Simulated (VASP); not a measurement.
# AlN (sol) (P6_3/mmc) in VASP: notebook

The runs below take AlN (sol) through single point, relaxation of cell and atoms, with PBEsol.

Program: VASP 6.6.1. These are calculated values, not measurements. Logs are shortened: lines on timing, memory, paths and dates and some standing lists are left out, and cuts for length are marked.

**1. The cell of the first run**

The structure is hexagonal, space group P6_3/mmc (No. 194). The conventional cell has a = 3.301 Å, b = 3.301 Å, c = 4.142 Å, α = 90.00°, β = 90.00°, γ = 120.00°. Within 2.5 Å of Al (site symmetry -6m2) lie 5 N at 1.91 to 2.07 Å. Within 2.5 Å of N (site symmetry -6m2) lie 5 Al at 1.91 to 2.07 Å.

**2. Single point, PBEsol**

Input file INCAR:

```
PREC = Accurate ; ENCUT = 600
EDIFF = 1E-6 ; ISMEAR = 0
SIGMA = 0.1 ; LREAL = F
LASPH = T ; NELM = 120
ALGO = Normal ; ISIF = 2
LWAVE = F ; LCHARG = F
GGA = PS ; NBANDS = 16
GGA_COMPAT = F
```

Input file KPOINTS:

```
regular mesh
0
Gamma
  9 9 4
```

Input file POSCAR:

```
AlN
1.0
    3.3009012253      0.0000000000      0.0000000000
   -1.6504506127      2.8586643165      0.0000000000
    0.0000000000      0.0000000000      4.1421547432
Al N
2 2
Direct
    0.3333333333      0.6666666667      0.0000000000
    0.6666666667      0.3333333333      0.5000000000
    0.3333333333      0.6666666667      0.5000000000
    0.6666666667      0.3333333333      1.0000000000
```

Potentials or basis: VASP PAW PBE potentials, release 64 (Al, N).

Started as:

```console
$ cat potpaw_PBE.64/Al/POTCAR potpaw_PBE.64/N/POTCAR > POTCAR
$ mpirun -np 1 vasp_std > vasp.out
```

OUTCAR:

```text
PREC = Accurate
   ENCUT = 600
   EDIFF = 1E-6
   ISMEAR = 0
   LREAL = F
   LASPH = T
   NELM = 120
   ISIF = 2
   GGA = PS

 ion  position               nearest neighbor table
   1  0.333  0.667  0.000-   4 1.91   4 1.91   4 1.91   3 2.07   3 2.07   2 2.81   2 2.81   2 2.81
                             2 2.81   2 2.81   2 2.81
   2  0.667  0.333  0.500-   3 1.91   3 1.91   3 1.91   4 2.07   4 2.07   1 2.81   1 2.81   1 2.81
                             1 2.81   1 2.81   1 2.81
   3  0.333  0.667  0.500-   2 1.91   2 1.91   2 1.91   1 2.07   1 2.07
   4  0.667  0.333  0.000-   1 1.91   1 1.91   1 1.91   2 2.07   2 2.07

  LATTYP: Found a hexagonal cell.
 ALAT       =     3.3009012253
 C/A-ratio  =     1.2548557077

  Lattice vectors:

 A1 = (   3.3009012253,   0.0000000000,   0.0000000000)
 A2 = (  -1.6504506127,   2.8586643165,   0.0000000000)
 A3 = (   0.0000000000,   0.0000000000,   4.1421547432)

Analysis of symmetry for initial positions (statically):
=====================================================================
 Subroutine PRICEL returns:
 Original cell was already a primitive cell.

 Routine SETGRP: Setting up the symmetry group for a
 hexagonal supercell.

 Subroutine GETGRP returns: Found 24 space group operations
 (whereof 12 operations were pure point group operations)
 out of a pool of 24 trial point group operations.

The static configuration has the point symmetry D_3h.
 The point group associated with its full space group is D_6h.

Analysis of symmetry for dynamics (positions and initial velocities):
=====================================================================
 Subroutine PRICEL returns:
 Original cell was already a primitive cell.

 Routine SETGRP: Setting up the symmetry group for a
 hexagonal supercell.

 Subroutine GETGRP returns: Found 24 space group operations
 (whereof 12 operations were pure point group operations)
 out of a pool of 24 trial point group operations.

The dynamic configuration has the point symmetry D_3h.
 The point group associated with its full space group is D_6h.

 Subroutine INISYM returns: Found 24 space group operations
 (whereof 12 operations are pure point group operations),
 and found     1 'primitive' translations

----------------------------------------------------------------------------------------

                                     Primitive cell

  volume of cell :      39.0861

  direct lattice vectors                    reciprocal lattice vectors
     3.300901225  0.000000000  0.000000000     0.302947568  0.174906860  0.000000000
    -1.650450613  2.858664317  0.000000000     0.000000000  0.349813720  0.000000000
     0.000000000  0.000000000  4.142154743     0.000000000  0.000000000  0.241420242

  length of vectors
     3.300901225  3.300901225  4.142154743     0.349813720  0.349813720  0.241420242

  position of ions in fractional coordinates (direct lattice)
     0.333333333  0.666666667  0.000000000
     0.666666667  0.333333333  0.500000000
     0.333333333  0.666666667  0.500000000
     0.666666667  0.333333333  0.000000000

  ion indices of the primitive-cell ions
   primitive index   ion index
                 1           1
                 2           2
                 3           3
                 4           4

----------------------------------------------------------------------------------------

 KPOINTS: regular mesh

Automatic generation of k-mesh.
 Grid dimensions read from file:
 generate k-points for:    9    9    4

 Generating k-lattice:

  Cartesian coordinates                     Fractional coordinates (reciprocal lattice)
     0.033660841  0.019434096  0.000000000     0.111111111  0.000000000  0.000000000
     0.000000000  0.038868191  0.000000000     0.000000000  0.111111111  0.000000000
     0.000000000  0.000000000  0.060355060     0.000000000  0.000000000  0.250000000

  Length of vectors
     0.038868191  0.038868191  0.060355060

  Shift w.r.t. Gamma in fractional coordinates (k-lattice)
     0.000000000  0.000000000  0.000000000

 Subroutine IBZKPT returns following result:
 ===========================================

 Found     36 irreducible k-points:

 Following reciprocal coordinates:
            Coordinates               Weight
  0.000000  0.000000  0.000000      1.000000
  0.111111  0.000000  0.000000      6.000000
  0.222222  0.000000  0.000000      6.000000
  0.333333  0.000000  0.000000      6.000000
  0.444444  0.000000  0.000000      6.000000
  0.111111  0.111111  0.000000      6.000000
[... 16 lines left out ...]
  0.333333  0.222222  0.250000     24.000000
  0.333333  0.333333  0.250000      4.000000
 [... further k-points ...]
   k-points           NKPTS =     36   k-points in BZ     NKDIM =     36   number of bands    NBANDS=     16
   number of dos      NEDOS =    301   number of ions     NIONS =      4
   total plane-waves  NPLWV =  28224
   dimension x,y,z NGX =    28 NGY =   28 NGZ =   36
   dimension x,y,z NGXF=    56 NGYF=   56 NGZF=   72
   ions per type =               2   2
   NGX,Y,Z   is equivalent  to a cutoff of  14.10, 14.10, 14.45 a.u.
   NGXF,Y,Z  is equivalent  to a cutoff of  28.20, 28.20, 28.90 a.u.
 SYSTEM =  unknown system
   PREC   = accura    normal or accurate (medium, high low for compatibility)
   ISTART =      0    job   : 0-new  1-cont  2-samecut
   ICHARG =      2    charge: 1-file 2-atom 10-const
   ISPIN  =      1    spin polarized calculation?
   LNONCOLLINEAR =      F non collinear calculations
   LSORBIT =      F    spin-orbit coupling
   LASPH  =      T    aspherical Exc in radial PAW
   ENCUT  =  600.0 eV  44.10 Ry    6.64 a.u.   6.59  6.59  8.27*2*pi/ulx,y,z
   NELM   =    120;   NELMIN=  2; NELMDL= -5     # of ELM steps
   EDIFF  = 0.1E-05   stopping-criterion for ELM
   LREAL  =      F    real-space projection
   EDIFFG = 0.1E-04   stopping-criterion for IOM
   NSW    =      0    number of steps for IOM
   IBRION =     -1    ionic relax: 0-MD 1-quasi-New 2-CG
   NFREE  =      0    steps in history (QN), initial steepest desc. (CG)
   ISIF   =      2    stress and relaxation
   ISYM   =      2    0-nonsym 1-usesym 2-fastsym
   POTIM  = 0.5000    time-step for ionic-motion
   TEBEG  =    0.0;   TEEND  =   0.0 temperature during run
   PSTRESS=    0.0 pullay stress
   NELECT =      16.0000    total number of electrons
   NUPDOWN=      -1.0000    fix difference up-down
   EMIN   =  10.00;   EMAX   =-10.00  energy-range for DOS
   EFERMI =   0.00;   METHOD = LEGACY
   ISMEAR =     0;   SIGMA  =   0.10  broadening in eV -4-tet -1-fermi 0-gaus
   EFERMI_NEDOS =   21; number of points for ismear=-14 and -15
   IALGO  =     38    algorithm
   IMIX   =      4    mixing-type and parameters
     AMIX     =   0.40;   BMIX     =  1.00
     AMIX_MAG =   1.60;   BMIX_MAG =  1.00
  volume/ion in A,a.u.               =       9.77        65.94
  Fermi-wavevector in a.u.,A,eV,Ry     =   1.215554  2.297063 20.103572  1.477571
  Thomas-Fermi vector in A             =   2.350937
   LORBIT       =      0    0 simple, 1 ext, 2 COOP (PROOUT), +10 PAW based schemes
   GGA     = PS    functional components
   LHFCALC =     F    Hartree Fock is set to
   AEXX    =    0.0000 exact exchange contribution
   IVDW    =     0    specifies the selected vdW correction
   LEPSILON=     F    determine dielectric tensor
   LRPA    =     F    only Hartree local field effects (RPA)
 non-spin polarized calculation
 Gauss-broadening in eV      SIGMA  =   0.10
  energy-cutoff  :      600.00
  volume of cell :       39.09
 maximum number of plane-waves:      1331
 NGX is ok and might be reduce to    28
   NGX = 13   NGY = 13   NGZ = 17

 number of electron      16.0000002 magnetization

 Free energy of the ion-electron system (eV)
  ---------------------------------------------------
  ext. energy  EPLUGINS =         0.00000000
  ---------------------------------------------------
  free energy    TOTEN  =       -30.94908769 eV

  energy without entropy =      -30.94908769  energy(sigma->0) =      -30.94908769

 E-fermi :   8.4255     XC(G=0): -11.4306

 val. band max:        8.0291482790   @ k =   0.0000   0.0000   0.0000
 cond. band min:      11.3663403657   @ k =   0.0000   0.0000   0.0000
 fundamental gap:      3.3371920867
 Fermi energy:         8.4254745079

 k-point     1 :       0.0000    0.0000    0.0000
  band No.  band energies     occupation
      1      -8.8515      2.00000
      2      -5.0495      2.00000
      3       1.0410      2.00000
      4       4.6993      2.00000
      5       4.6993      2.00000
      6       6.4228      2.00000
[... 8 lines left out ...]
     15      19.8966      0.00000
     16      19.9331      0.00000

 k-point     2 :       0.1111    0.0000    0.0000
  band No.  band energies     occupation
      1      -8.7080      2.00000
      2      -5.0487      2.00000
      3       1.1938      2.00000
      4       4.1949      2.00000
      5       4.4942      2.00000
      6       5.9300      2.00000
[... 8 lines left out ...]
     15      19.3120      0.00000
     16      19.7086      0.00000

 k-point     3 :       0.2222    0.0000    0.0000
  band No.  band energies     occupation
      1      -8.2961      2.00000
      2      -5.0930      2.00000
      3       1.6395      2.00000
      4       3.1058      2.00000
      5       4.0778      2.00000
      6       5.0336      2.00000
[... 8 lines left out ...]
     15      18.3418      0.00000
     16      20.5316      0.00000

 k-point     4 :       0.3333    0.0000    0.0000
  band No.  band energies     occupation
      1      -7.6837      2.00000
      2      -5.2931      2.00000
      3       2.1066      2.00000
      4       2.3257      2.00000
      5       3.7015      2.00000
      6       4.2571      2.00000
[... 8 lines left out ...]
     15      19.3791      0.00000
     16      21.0521      0.00000

 k-point     5 :       0.4444    0.0000    0.0000
  band No.  band energies     occupation
      1      -7.0672      2.00000
      2      -5.6541      2.00000
      3       1.5668      2.00000
      4       3.0551      2.00000
      5       3.4895      2.00000
      6       3.8085      2.00000
[... 8 lines left out ...]
     15      20.9908      0.00000
     16      21.4195      0.00000

 k-point     6 :       0.1111    0.1111    0.0000
  band No.  band energies     occupation
      1      -8.4299      2.00000
      2      -5.0699      2.00000
      3       1.4935      2.00000
      4       3.6358      2.00000
      5       3.8344      2.00000
      6       5.4968      2.00000
[... 8 lines left out ...]
     15      19.0587      0.00000
     16      20.2422      0.00000
[... 267 lines left out ...]
 k-point    21 :       0.4444    0.1111    0.2500
  band No.  band energies     occupation
      1      -6.6272      2.00000
      2      -5.8287      2.00000
      3       0.8237      2.00000
      4       2.0621      2.00000
      5       3.1362      2.00000
      6       5.0447      2.00000
[... 8 lines left out ...]
     15      19.7888      0.00000
     16      21.4670      0.00000

 k-point    22 :       0.2222    0.2222    0.2500
  band No.  band energies     occupation
      1      -7.0544      2.00000
      2      -5.6636      2.00000
      3       1.3525      2.00000
      4       2.0444      2.00000
      5       3.3564      2.00000
      6       4.9718      2.00000
[... 8 lines left out ...]
     15      19.9408      0.00000
     16      21.1292      0.00000

 k-point    23 :       0.3333    0.2222    0.2500
  band No.  band energies     occupation
      1      -6.5334      2.00000
      2      -5.8392      2.00000
      3       1.2324      2.00000
      4       1.8974      2.00000
      5       2.5399      2.00000
      6       4.8338      2.00000
[... 8 lines left out ...]
     15      19.6612      0.00000
     16      21.4737      0.00000

 k-point    24 :       0.3333    0.3333    0.2500
  band No.  band energies     occupation
      1      -6.1238      2.00000
      2      -6.1238      2.00000
      3       1.5996      2.00000
      4       1.8628      2.00000
      5       1.8628      2.00000
      6       4.4894      2.00000
[... 8 lines left out ...]
     15      19.4272      0.00000
     16      21.4144      0.00000

 [... further k-points ...]
[... 5 lines left out ...]
  --------------------------------------------------------------------------------------
  -------------------------------------------------------------------------------------
  Total       -0.0234812     -0.0234812     -0.0534728      0.0000000      0.0000000      0.0000000
  in kB       -0.9625165     -0.9625165     -2.1919021      0.0000000      0.0000000      0.0000000
  external PRESSURE =      -1.3723117 kB  Pullay stress =       0.0000000 kB

 VOLUME and BASIS-vectors are now :
 -----------------------------------------------------------------------------
  energy-cutoff  :      600.00
  volume of cell :       39.09
      direct lattice vectors                 reciprocal lattice vectors
     3.300901225  0.000000000  0.000000000     0.302947568  0.174906860  0.000000000
    -1.650450613  2.858664317  0.000000000     0.000000000  0.349813720  0.000000000
     0.000000000  0.000000000  4.142154743     0.000000000  0.000000000  0.241420242

 POSITION                                       TOTAL-FORCE (eV/Angst)
 -----------------------------------------------------------------------------------
     -0.00000      1.90578      0.00000         0.000000      0.000000      0.000000
      1.65045      0.95289      2.07108        -0.000000     -0.000000      0.000000
     -0.00000      1.90578      2.07108        -0.000000      0.000000      0.000000
      1.65045      0.95289      0.00000        -0.000000     -0.000000      0.000000
 -----------------------------------------------------------------------------------
    total drift:                               -0.000000      0.000000     -0.000000

  FREE ENERGIE OF THE ION-ELECTRON SYSTEM (eV)
  ---------------------------------------------------
  free  energy   TOTEN  =       -30.9490876855 eV

  energy  without entropy=      -30.9490876855  energy(sigma->0) =      -30.94908769
```

Run time: 40 s. Hardware: 1 thread of Intel Xeon Platinum 8259CL at 2.50GHz (Skylake/Cascade Lake), shared host; peak memory 0.17 GiB.

What came out:

- Free energy: -30.9491 eV
- Pressure: -0.1 GPa
- Band gap on the k mesh: 3.34 eV, direct

Stress tensor (GPa, compression positive):
```
-0.10  0.00  0.00
 0.00 -0.10  0.00
 0.00  0.00 -0.22
```

Caveat: the PAW data sets were made with another functional, which shifts forces and pressure a little. A hybrid or GW would open this gap; PBEsol tends to underestimate it.

**3. Single point, PBEsol**

Input file INCAR:

```
SYSTEM = AlN
PREC     = Accurate       ! precision mode
ENCUT    = 600            ! plane-wave cutoff, eV
EDIFF    = 1E-6           ! SCF threshold, eV
ISMEAR   = 0              ! smearing method
SIGMA    = 0.02           ! smearing width, eV
LREAL    = .False.        ! projectors in reciprocal space
LASPH    = .True.         ! aspherical terms in the spheres
NELM     = 120            ! most SCF steps
ALGO     = Normal         ! electronic algorithm
ISIF     = 2              ! what is computed and relaxed
LWAVE    = .False.        ! write WAVECAR
LCHARG   = .False.        ! write CHGCAR
GGA      = PS             ! functional
NBANDS   = 16             ! bands
GGA_COMPAT= .False.
```

Input file KPOINTS:

```
Automatic mesh
0
Gamma
  9 9 6
  0 0 0
```

Input file POSCAR:

```
AlN
1.0
    3.3016093592      0.0000000000      0.0000000000
   -1.6508046796      2.8592775785      0.0000000000
    0.0000000000      0.0000000000      4.1410395259
Al N
2 2
Direct
    0.3333333333      0.6666666667      0.0000000000
    0.6666666667      0.3333333333      0.5000000000
    0.3333333333      0.6666666667      0.5000000000
    0.6666666667      0.3333333333      1.0000000000
```

Potentials or basis: VASP PAW PBE potentials, release 64 (Al, N).

Started as:

```console
$ cat potpaw_PBE.64/Al/POTCAR potpaw_PBE.64/N/POTCAR > POTCAR
$ mpirun -np 1 vasp_std > vasp.out
```

OUTCAR:

```text
SYSTEM = AlN
   PREC = Accurate
   ENCUT = 600
   EDIFF = 1E-6
   ISMEAR = 0
   LREAL = .False.
   LASPH = .True.
   NELM = 120
   ISIF = 2
   GGA = PS

 ion  position               nearest neighbor table
   1  0.333  0.667  0.000-   4 1.91   4 1.91   4 1.91   3 2.07   3 2.07   2 2.81   2 2.81   2 2.81
                             2 2.81   2 2.81   2 2.81
   2  0.667  0.333  0.500-   3 1.91   3 1.91   3 1.91   4 2.07   4 2.07   1 2.81   1 2.81   1 2.81
                             1 2.81   1 2.81   1 2.81
   3  0.333  0.667  0.500-   2 1.91   2 1.91   2 1.91   1 2.07   1 2.07
   4  0.667  0.333  0.000-   1 1.91   1 1.91   1 1.91   2 2.07   2 2.07

  LATTYP: Found a hexagonal cell.
 ALAT       =     3.3016093592
 C/A-ratio  =     1.2542487846

  Lattice vectors:

 A1 = (   3.3016093592,   0.0000000000,   0.0000000000)
 A2 = (  -1.6508046796,   2.8592775785,   0.0000000000)
 A3 = (   0.0000000000,   0.0000000000,   4.1410395259)

Analysis of symmetry for initial positions (statically):
=====================================================================
 Subroutine PRICEL returns:
 Original cell was already a primitive cell.

 Routine SETGRP: Setting up the symmetry group for a
 hexagonal supercell.

[... 171 lines left out ...]
  energy without entropy =      -30.94914568  energy(sigma->0) =      -30.94914568

 E-fermi :   8.1304     XC(G=0): -11.4298

 val. band max:        8.0252619196   @ k =   0.0000   0.0000   0.0000
 cond. band min:      11.3625068854   @ k =   0.0000   0.0000   0.0000
 fundamental gap:      3.3372449658
 Fermi energy:         8.1304265140

 k-point     1 :       0.0000    0.0000    0.0000
  band No.  band energies     occupation
      1      -8.8524      2.00000
      2      -5.0486      2.00000
      3       1.0410      2.00000
      4       4.6963      2.00000
      5       4.6963      2.00000
      6       6.4221      2.00000
[... 433 lines left out ...]
      3       1.3676      2.00000
      4       2.4140      2.00000
      5       2.4140      2.00000
      6       5.0150      2.00000
[... 8 lines left out ...]
     15      19.2614      0.00000
     16      21.2131      0.00000

 [... further k-points ...]
[... 5 lines left out ...]
  --------------------------------------------------------------------------------------
  -------------------------------------------------------------------------------------
  Total       -0.0428756     -0.0428756     -0.0501020      0.0000000      0.0000000      0.0000000
  in kB       -1.7572318     -1.7572318     -2.0534036      0.0000000      0.0000000      0.0000000
  external PRESSURE =      -1.8559557 kB  Pullay stress =       0.0000000 kB

 VOLUME and BASIS-vectors are now :
 -----------------------------------------------------------------------------
  energy-cutoff  :      600.00
  volume of cell :       39.09
      direct lattice vectors                 reciprocal lattice vectors
     3.301609359  0.000000000  0.000000000     0.302882592  0.174869346  0.000000000
    -1.650804680  2.859277578  0.000000000     0.000000000  0.349738692  0.000000000
     0.000000000  0.000000000  4.141039526     0.000000000  0.000000000  0.241485258

 POSITION                                       TOTAL-FORCE (eV/Angst)
 -----------------------------------------------------------------------------------
     -0.00000      1.90619      0.00000        -0.000000     -0.000000      0.000000
      1.65080      0.95309      2.07052         0.000000      0.000000      0.000000
     -0.00000      1.90619      2.07052         0.000000      0.000000      0.000000
      1.65080      0.95309      0.00000        -0.000000      0.000000      0.000000
 -----------------------------------------------------------------------------------
    total drift:                               -0.000000      0.000000     -0.000000

  FREE ENERGIE OF THE ION-ELECTRON SYSTEM (eV)
  ---------------------------------------------------
  free  energy   TOTEN  =       -30.9491456793 eV

  energy  without entropy=      -30.9491456793  energy(sigma->0) =      -30.94914568
```

It took 61 s on 1 thread of Intel Xeon Platinum 8259CL at 2.50GHz (Skylake/Cascade Lake), shared host; peak memory 0.18 GiB.

Results:

* Free energy: -30.9491 eV
* Pressure: -0.2 GPa
* Band gap on the k mesh: 3.34 eV, direct

Caveat: the PAW data sets were made with another functional, which shifts forces and pressure a little. As with any semilocal functional, this PBEsol gap is likely too small.

[end of part 1 of 2]
